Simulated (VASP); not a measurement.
# BiTe in VASP: a series of runs

The runs below take BiTe through single point, with PBE.

Program: VASP 6.6.1. These are calculated values, not measurements. Logs are shortened: lines on timing, memory, paths and dates and some standing lists are left out, and cuts for length are marked.

### 1 The cell of the first run

The cell holds a wire with vacuum, 4 atoms: a = 12.100 Å, b = 9.300 Å, c = 5.852 Å, α = 90.00°, β = 90.00°, γ = 90.00°.

### 2 Single point, PBE, collinear spin, ferromagnetic start

File INCAR:

```
  ALGO = Normal
  EDIFF = 1E-6
  ENCUT = 520
  GGA = PE
  ISIF = 2
  ISMEAR = 0
  ISPIN = 2
  LASPH = True
  LCHARG = False
  LORBIT = 11
  LREAL = False
  LWAVE = False
  MAGMOM = 0.5 0.5 0.5 0.5
  NBANDS = 33
  NELM = 150
  PREC = Accurate
  SIGMA = 0.05
```

File KPOINTS:

```
k-points
0
Gamma
  1 1 11
```

File POSCAR:

```
BiTe
1.0
   12.1000000000      0.0000000000      0.0000000000
    0.0000000000      9.3000000000      0.0000000000
    0.0000000000      0.0000000000      5.8521494896
Bi Te
2 2
Direct
    0.3730422115      0.5000000000      0.0000000000
    0.6269577885      0.5000000000      0.5000000000
    0.3730422115      0.5000000000      0.5000000000
    0.6269577885      0.5000000000      0.0000000000
```

Potentials or basis: VASP PAW PBE potentials, release 64 (Bi_d, Te).

On the command line:

```
$ cat potpaw_PBE.64/Bi_d/POTCAR potpaw_PBE.64/Te/POTCAR > POTCAR
$ mpirun -np 1 vasp_std > vasp.out
```

OUTCAR:

```text
EDIFF = 1E-6
   ENCUT = 520
   GGA = PE
   ISIF = 2
   ISMEAR = 0
   ISPIN = 2
   LASPH = True
   LORBIT = 11
   LREAL = False
   NELM = 150
   PREC = Accurate

 ion  position               nearest neighbor table
   1  0.373  0.500  0.000-   3 2.93   3 2.93   4 3.07
   2  0.627  0.500  0.500-   4 2.93   4 2.93   3 3.07
   3  0.373  0.500  0.500-   1 2.93   1 2.93   2 3.07
   4  0.627  0.500  0.000-   2 2.93   2 2.93   1 3.07

  LATTYP: Found a simple orthorhombic cell.
 ALAT       =     5.8521494896
 B/A-ratio  =     1.5891596783
 C/A-ratio  =     2.0676163556

  Lattice vectors:

 A1 = (   0.0000000000,   0.0000000000,  -5.8521494896)
 A2 = (   0.0000000000,   9.3000000000,   0.0000000000)
 A3 = (  12.1000000000,   0.0000000000,   0.0000000000)

Analysis of symmetry for initial positions (statically):
=====================================================================
 Subroutine PRICEL returns:
 Original cell was already a primitive cell.

 Routine SETGRP: Setting up the symmetry group for a
 simple orthorhombic supercell.

 Subroutine GETGRP returns: Found  8 space group operations
 (whereof  4 operations were pure point group operations)
 out of a pool of  8 trial point group operations.

The static configuration has the point symmetry C_2v.
 The point group associated with its full space group is D_2h.

Analysis of symmetry for dynamics (positions and initial velocities):
=====================================================================
 Subroutine PRICEL returns:
 Original cell was already a primitive cell.

 Routine SETGRP: Setting up the symmetry group for a
 simple orthorhombic supercell.

 Subroutine GETGRP returns: Found  8 space group operations
 (whereof  4 operations were pure point group operations)
 out of a pool of  8 trial point group operations.

The dynamic configuration has the point symmetry C_2v.
 The point group associated with its full space group is D_2h.

Analysis of structural, dynamic, and magnetic symmetry:
=====================================================================
 Subroutine PRICEL returns:
 Original cell was already a primitive cell.

 Routine SETGRP: Setting up the symmetry group for a
 simple orthorhombic supercell.

 Subroutine GETGRP returns: Found  8 space group operations
 (whereof  4 operations were pure point group operations)
 out of a pool of  8 trial point group operations.

The overall configuration has the point symmetry C_2v.
 The point group associated with its full space group is D_2h.

 Subroutine INISYM returns: Found  8 space group operations
 (whereof  4 operations are pure point group operations),
 and found     1 'primitive' translations

----------------------------------------------------------------------------------------

                                     Primitive cell

  volume of cell :     658.5424

  direct lattice vectors                    reciprocal lattice vectors
    12.100000000  0.000000000  0.000000000     0.082644628  0.000000000  0.000000000
     0.000000000  9.300000000  0.000000000     0.000000000  0.107526882  0.000000000
     0.000000000  0.000000000  5.852149490     0.000000000  0.000000000  0.170877385

  length of vectors
    12.100000000  9.300000000  5.852149490     0.082644628  0.107526882  0.170877385

  position of ions in fractional coordinates (direct lattice)
     0.373042211  0.500000000  0.000000000
     0.626957789  0.500000000  0.500000000
     0.373042211  0.500000000  0.500000000
     0.626957789  0.500000000  0.000000000

  ion indices of the primitive-cell ions
   primitive index   ion index
                 1           1
                 2           2
                 3           3
                 4           4

----------------------------------------------------------------------------------------

 KPOINTS: k-points

Automatic generation of k-mesh.
 Grid dimensions read from file:
 generate k-points for:    1    1   11

 Generating k-lattice:

  Cartesian coordinates                     Fractional coordinates (reciprocal lattice)
     0.082644628  0.000000000  0.000000000     1.000000000  0.000000000  0.000000000
     0.000000000  0.107526882  0.000000000     0.000000000  1.000000000  0.000000000
     0.000000000  0.000000000  0.015534308     0.000000000  0.000000000  0.090909091

  Length of vectors
     0.082644628  0.107526882  0.015534308

  Shift w.r.t. Gamma in fractional coordinates (k-lattice)
     0.000000000  0.000000000  0.000000000

 Subroutine IBZKPT returns following result:
 ===========================================

 Found      6 irreducible k-points:

 Following reciprocal coordinates:
            Coordinates               Weight
  0.000000  0.000000  0.000000      1.000000
  0.000000  0.000000  0.090909      2.000000
  0.000000  0.000000  0.181818      2.000000
  0.000000  0.000000  0.272727      2.000000
  0.000000  0.000000  0.363636      2.000000
  0.000000  0.000000  0.454545      2.000000
   k-points           NKPTS =      6   k-points in BZ     NKDIM =      6   number of bands    NBANDS=     33
   number of dos      NEDOS =    301   number of ions     NIONS =      4
   total plane-waves  NPLWV = 302400
   dimension x,y,z NGX =    90 NGY =   70 NGZ =   48
   dimension x,y,z NGXF=   180 NGYF=  140 NGZF=   96
   ions per type =               2   2
   NGX,Y,Z   is equivalent  to a cutoff of  12.37, 12.51, 13.64 a.u.
   NGXF,Y,Z  is equivalent  to a cutoff of  24.73, 25.03, 27.27 a.u.
 SYSTEM =  unknown system
   PREC   = accura    normal or accurate (medium, high low for compatibility)
   ISTART =      0    job   : 0-new  1-cont  2-samecut
   ICHARG =      2    charge: 1-file 2-atom 10-const
   ISPIN  =      2    spin polarized calculation?
   LNONCOLLINEAR =      F non collinear calculations
   LSORBIT =      F    spin-orbit coupling
   LASPH  =      T    aspherical Exc in radial PAW
   ENCUT  =  520.0 eV  38.22 Ry    6.18 a.u.  22.50 17.29 10.88*2*pi/ulx,y,z
   NELM   =    150;   NELMIN=  2; NELMDL= -5     # of ELM steps
   EDIFF  = 0.1E-05   stopping-criterion for ELM
   LREAL  =      F    real-space projection
   EDIFFG = 0.1E-04   stopping-criterion for IOM
   NSW    =      0    number of steps for IOM
   IBRION =     -1    ionic relax: 0-MD 1-quasi-New 2-CG
   NFREE  =      0    steps in history (QN), initial steepest desc. (CG)
   ISIF   =      2    stress and relaxation
   ISYM   =      2    0-nonsym 1-usesym 2-fastsym
   POTIM  = 0.5000    time-step for ionic-motion
   TEBEG  =    0.0;   TEEND  =   0.0 temperature during run
   PSTRESS=    0.0 pullay stress
   NELECT =      42.0000    total number of electrons
   NUPDOWN=      -1.0000    fix difference up-down
   EMIN   =  10.00;   EMAX   =-10.00  energy-range for DOS
   EFERMI =   0.00;   METHOD = LEGACY
   ISMEAR =     0;   SIGMA  =   0.05  broadening in eV -4-tet -1-fermi 0-gaus
   EFERMI_NEDOS =   21; number of points for ismear=-14 and -15
   IALGO  =     38    algorithm
   IMIX   =      4    mixing-type and parameters
     AMIX     =   0.40;   BMIX     =  1.00
     AMIX_MAG =   1.60;   BMIX_MAG =  1.00
  volume/ion in A,a.u.               =     164.64      1111.02
  Fermi-wavevector in a.u.,A,eV,Ry     =   0.654079  1.236030  5.820830  0.427819
  Thomas-Fermi vector in A             =   1.724523
   LORBIT       =     11    0 simple, 1 ext, 2 COOP (PROOUT), +10 PAW based schemes
   GGA     = PE    functional components
   LHFCALC =     F    Hartree Fock is set to
   AEXX    =    0.0000 exact exchange contribution
   IVDW    =     0    specifies the selected vdW correction
   LEPSILON=     F    determine dielectric tensor
   LRPA    =     F    only Hartree local field effects (RPA)
 spin polarized calculation
 Gauss-broadening in eV      SIGMA  =   0.05
  energy-cutoff  :      520.00
  volume of cell :      658.54
 maximum number of plane-waves:     17762
 NGX is ok and might be reduce to    90

 number of electron      42.0000010 magnetization       0.1719883

 Free energy of the ion-electron system (eV)
  ---------------------------------------------------
  ext. energy  EPLUGINS =         0.00000000
  ---------------------------------------------------
  free energy    TOTEN  =       -12.17804732 eV

  energy without entropy =      -12.17193336  energy(sigma->0) =      -12.17499034

 E-fermi :  -1.9834     XC(G=0):  -3.0427

 val. band max:       -1.9843677271   @ k =   0.0000   0.0000   0.0909
 cond. band min:      -1.9293475039   @ k =   0.0000   0.0000   0.3636
 fundamental gap:      0.0550202233
 Fermi energy:        -1.9834241846

 spin component 1

 k-point     1 :       0.0000    0.0000    0.0000
  band No.  band energies     occupation
      1     -25.2328      1.00000
      2     -25.2154      1.00000
      3     -25.2002      1.00000
      4     -25.1845      1.00000
      5     -25.0830      1.00000
      6     -25.0806      1.00000
[... 205 lines left out ...]
     32       3.2473      0.00000
     33       3.4636      0.00000
 Fermi energy:        -1.9834241846

 spin component 2

 k-point     1 :       0.0000    0.0000    0.0000
  band No.  band energies     occupation
      1     -25.2213      1.00000
      2     -25.2038      1.00000
      3     -25.1863      1.00000
      4     -25.1707      1.00000
      5     -25.0701      1.00000
      6     -25.0677      1.00000
[... 205 lines left out ...]
     32       3.2824      0.00000
     33       3.4883      0.00000

------------------------ aborting loop because EDIFF is reached ----------------------------------------

  FORCE on cell =-STRESS in cart. coord.  units (eV):
  Direction    XX          YY          ZZ          XY          YZ          ZX
  --------------------------------------------------------------------------------------
  -------------------------------------------------------------------------------------
  Total       -5.2388930      0.0956845      8.9382911      0.0000000      0.0000000      0.0000000
  in kB      -12.7457789      0.2327921     21.7460983      0.0000000      0.0000000      0.0000000
  external PRESSURE =       3.0777038 kB  Pullay stress =       0.0000000 kB

 VOLUME and BASIS-vectors are now :
 -----------------------------------------------------------------------------
  energy-cutoff  :      520.00
  volume of cell :      658.54
      direct lattice vectors                 reciprocal lattice vectors
    12.100000000  0.000000000  0.000000000     0.082644628  0.000000000  0.000000000
     0.000000000  9.300000000  0.000000000     0.000000000  0.107526882  0.000000000
     0.000000000  0.000000000  5.852149490     0.000000000  0.000000000  0.170877385

 POSITION                                       TOTAL-FORCE (eV/Angst)
 -----------------------------------------------------------------------------------
      4.51381      4.65000      0.00000         0.884883      0.000000      0.000000
      7.58619      4.65000      2.92607        -0.884883      0.000000      0.000000
      4.51381      4.65000      2.92607         0.807811      0.000000      0.000000
      7.58619      4.65000      0.00000        -0.807811      0.000000      0.000000
 -----------------------------------------------------------------------------------
    total drift:                               -0.000000     -0.000000     -0.000000

  FREE ENERGIE OF THE ION-ELECTRON SYSTEM (eV)
  ---------------------------------------------------
  free  energy   TOTEN  =       -12.1780473174 eV

  energy  without entropy=      -12.1719333600  energy(sigma->0) =      -12.17499034

 total charge

# of ion       s       p       d       tot
------------------------------------------
    1        1.562   1.237   9.923  12.722
    2        1.562   1.237   9.923  12.722
    3        1.388   1.952   0.025   3.365
    4        1.388   1.952   0.025   3.365
--------------------------------------------------
tot          5.900   6.378  19.896  32.174

 magnetization (x)

# of ion       s       p       d       tot
------------------------------------------
    1       -0.000   0.039   0.000   0.039
    2       -0.000   0.039   0.000   0.039
    3        0.001  -0.004   0.001  -0.002
    4        0.001  -0.004   0.001  -0.002
--------------------------------------------------
tot          0.002   0.072   0.002   0.076
```

Wall time 8.4 min (1 thread of Intel Xeon 6975P-C, shared host); peak memory 0.94 GiB.

Results:

```
Free energy                                           : -12.1780 eV
Largest force                                         : 0.885 eV/Å
Net moment                                            : 0.17 μB per cell
Site moments                                          : Bi +0.04; Te -0.00 μB
Valence electrons inside the program's atomic spheres : Bi 12.72; Te 3.37
```

Forces in eV/Å, atoms in the order of the input:
```
Bi   0.885  0.000  0.000
Bi  -0.885  0.000  0.000
Te   0.808  0.000  0.000
Te  -0.808  0.000  0.000
```

Caveat: spin-orbit coupling is left out, which moves the levels of the heavy elements.

### 3 Single point, PBE

This run uses another cell than the first one: it holds 12 atoms, not 4.

File INCAR:

```
SYSTEM = BiTe
PREC = Accurate ; ENCUT = 520
EDIFF = 1E-7 ; ISMEAR = 0
SIGMA = 0.05 ; LREAL = .False.
LASPH = .True. ; NELM = 100
ALGO = Normal ; ISIF = 2
LWAVE = .False. ; LCHARG = .False.
GGA = PE ; NBANDS = 75
```

File KPOINTS:

```
Automatic mesh
0
Gamma
  1 1 9
  0 0 0
```

File POSCAR:

```
BiTe
1.0
   12.3000000000      0.0000000000      0.0000000000
    0.0000000000     15.8000000000      0.0000000000
    0.0000000000      0.0000000000      6.4807528867
Bi Te
6 6
Direct
    0.6355399390      0.5000000000      0.0000000000
    0.6215407308      0.3023336976      0.5000000000
    0.6215407308      0.6976663024      0.5000000000
    0.3644600610      0.5000000000      0.5000000000
    0.3784592692      0.3023336976      0.0000000000
    0.3784592692      0.6976663024      0.0000000000
    0.3785814861      0.5000000000      0.0000000000
    0.3842469156      0.3010784778      0.5000000000
    0.3842469156      0.6989215222      0.5000000000
    0.6214185139      0.5000000000      0.5000000000
    0.6157530844      0.3010784778      0.0000000000
    0.6157530844      0.6989215222      0.0000000000
```

Potentials or basis: VASP PAW PBE potentials, release 64 (Bi_d, Te).

On the command line:

```
$ cat potpaw_PBE.64/Bi_d/POTCAR potpaw_PBE.64/Te/POTCAR > POTCAR
$ mpirun -np 1 vasp_std > vasp.out
```

OUTCAR:

```text
SYSTEM = BiTe
   PREC = Accurate
   ENCUT = 520
   EDIFF = 1E-7
   ISMEAR = 0
   LREAL = .False.
   LASPH = .True.
   NELM = 100
   ISIF = 2
   GGA = PE

 ion  position               nearest neighbor table
   1  0.636  0.500  0.000-  11 3.15  12 3.15   7 3.16  10 3.25  10 3.25
   2  0.622  0.302  0.500-   8 2.92  10 3.12  11 3.24  11 3.24
   3  0.622  0.698  0.500-   9 2.92  10 3.12  12 3.24  12 3.24
   4  0.364  0.500  0.500-   8 3.15   9 3.15  10 3.16   7 3.25   7 3.25
   5  0.378  0.302  0.000-  11 2.92   7 3.12   8 3.24   8 3.24
   6  0.378  0.698  0.000-  12 2.92   7 3.12   9 3.24   9 3.24
   7  0.379  0.500  0.000-   5 3.12   6 3.12   1 3.16   4 3.25   4 3.25
   8  0.384  0.301  0.500-   2 2.92   4 3.15   5 3.24   5 3.24
   9  0.384  0.699  0.500-   3 2.92   4 3.15   6 3.24   6 3.24
  10  0.621  0.500  0.500-   2 3.12   3 3.12   4 3.16   1 3.25   1 3.25
  11  0.616  0.301  0.000-   5 2.92   1 3.15   2 3.24   2 3.24
  12  0.616  0.699  0.000-   6 2.92   1 3.15   3 3.24   3 3.24

  LATTYP: Found a simple orthorhombic cell.
 ALAT       =     6.4807528867
 B/A-ratio  =     1.8979276351
 C/A-ratio  =     2.4379883443

[... 577 lines left out ...]
     74       0.8711      0.00000
     75       1.1826      0.00000

------------------------ aborting loop because EDIFF is reached ----------------------------------------

  FORCE on cell =-STRESS in cart. coord.  units (eV):
  Direction    XX          YY          ZZ          XY          YZ          ZX
  --------------------------------------------------------------------------------------
  -------------------------------------------------------------------------------------
  Total        0.1318429     -0.1525313     -0.1155057      0.0000000      0.0000000      0.0000000
  in kB        0.1677180     -0.1940358     -0.1469354      0.0000000      0.0000000      0.0000000
  external PRESSURE =      -0.0577510 kB  Pullay stress =       0.0000000 kB

 VOLUME and BASIS-vectors are now :
 -----------------------------------------------------------------------------
  energy-cutoff  :      520.00
  volume of cell :     1259.47
      direct lattice vectors                 reciprocal lattice vectors
    12.300000000  0.000000000  0.000000000     0.081300813  0.000000000  0.000000000
     0.000000000 15.800000000  0.000000000     0.000000000  0.063291139  0.000000000
     0.000000000  0.000000000  6.480752887     0.000000000  0.000000000  0.154303060

 POSITION                                       TOTAL-FORCE (eV/Angst)
 -----------------------------------------------------------------------------------
      7.81714      7.90000      0.00000         0.013185      0.000000     -0.000000
      7.64495      4.77687      3.24038         0.007095     -0.001529     -0.000000
      7.64495     11.02313      3.24038         0.007095      0.001529     -0.000000
      4.48286      7.90000      3.24038        -0.013185      0.000000     -0.000000
      4.65505      4.77687      0.00000        -0.007095     -0.001529     -0.000000
      4.65505     11.02313      0.00000        -0.007095      0.001529     -0.000000
      4.65655      7.90000      0.00000         0.012385      0.000000     -0.000000
      4.72624      4.75704      3.24038        -0.003139     -0.003891      0.000000
      4.72624     11.04296      3.24038        -0.003139      0.003891      0.000000
      7.64345      7.90000      3.24038        -0.012385      0.000000     -0.000000
      7.57376      4.75704      0.00000         0.003139     -0.003891     -0.000000
      7.57376     11.04296      0.00000         0.003139      0.003891      0.000000
 -----------------------------------------------------------------------------------
    total drift:                                0.000000     -0.000000     -0.000000

  FREE ENERGIE OF THE ION-ELECTRON SYSTEM (eV)
  ---------------------------------------------------
  free  energy   TOTEN  =       -40.9116844328 eV

  energy  without entropy=      -40.9053787530  energy(sigma->0) =      -40.90853159
```

OSZICAR:

```text
N       E                     dE             d eps       ncg     rms          rms(c)
DAV:   1     0.111015097838E+04    0.11102E+04   -0.52233E+04   934   0.132E+03
DAV:   2     0.675066067888E+02   -0.10426E+04   -0.10229E+04   928   0.321E+02
DAV:   3    -0.364486245740E+02   -0.10396E+03   -0.10292E+03   908   0.122E+02
[... 14 lines left out ...]
DAV:  18    -0.409116285264E+02   -0.40784E-04   -0.62293E-06   676   0.705E-03    0.604E-03
DAV:  19    -0.409116684559E+02   -0.39930E-04   -0.35299E-06   652   0.514E-03    0.195E-03
DAV:  20    -0.409116834034E+02   -0.14947E-04   -0.29304E-06   612   0.358E-03    0.542E-03
DAV:  21    -0.409116843453E+02   -0.94196E-06   -0.20077E-07   684   0.146E-03    0.695E-03
DAV:  22    -0.409116844328E+02   -0.87441E-07   -0.21408E-07   620   0.186E-03
   1 F= -.40911684E+02 E0= -.40908532E+02  d E =-.630568E-02
```

stdout:

```text
POSCAR found type information on POSCAR BiTe
 POSCAR found :  2 types and      12 ions
 scaLAPACK will be used
 LDA part: xc-table for (Slater+PW92), standard interpolation
 POSCAR, INCAR and KPOINTS ok, starting setup
 FFT: planning ... GRIDC
 FFT: planning ... GRID_SOFT
 FFT: planning ... GRID
 WAVECAR not read
 entering main loop
```

Run time: 18 min. Hardware: 1 thread of Intel Xeon Platinum 8259CL at 2.50GHz (Skylake/Cascade Lake), shared host; peak memory 1.1 GiB.

What came out:

* Free energy: -40.9117 eV
* Largest force: 0.013 eV/Å
* Band gap on the k mesh: zero (band 63 reaches -0.02 eV, above the bottom of band 64 at -0.61 eV)

Forces on the atoms (eV/Å):
```
Bi   0.013  0.000  0.000
Bi   0.007 -0.002  0.000
Bi   0.007  0.002  0.000
Bi  -0.013  0.000  0.000
Bi  -0.007 -0.002  0.000
Bi  -0.007  0.002  0.000
Te   0.012  0.000  0.000
Te  -0.003 -0.004  0.000
Te  -0.003  0.004  0.000
Te  -0.012  0.000  0.000
Te   0.003 -0.004  0.000
Te   0.003  0.004  0.000
```

Caveat: spin-orbit coupling is left out, which moves the levels of the heavy elements.

[end of part 1 of 2]
